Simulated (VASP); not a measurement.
A run of VASP 6.6.1 is set up as follows.

File INCAR:

```
  PREC = Accurate
  ENCUT = 520
  EDIFF = 1E-6
  ISMEAR = -1
  SIGMA = 0.1
  LREAL = F
  LASPH = T
  NELM = 150
  ALGO = Normal
  ISIF = 2
  LWAVE = F
  LCHARG = F
  ISPIN = 2
  MAGMOM = 1
  LORBIT = 11
  LMAXMIX = 4
  NBANDS = 15
```

Contents of KPOINTS:

```
regular mesh
0
Gamma
  22 22 22
```

POSCAR

```
Ni
1.0
   -1.3042254714      1.3042254714      1.3042254714
    1.3042254714     -1.3042254714      1.3042254714
    1.3042254714      1.3042254714     -1.3042254714
Ni
1
Direct
    0.0000000000      0.0000000000      0.0000000000
```

Potentials or basis: VASP PAW LDA potentials, release 64 (Ni).

The run is started by

```console
$ cat potpaw_LDA.64/Ni/POTCAR > POTCAR
$ mpirun -np 1 vasp_std > vasp.out
```

(1) What does it give for the band gap on the k mesh?

(2) What does it give for the pressure?

## Answers

(1) zero (filled and empty bands overlap).

(2) 42.3 GPa.
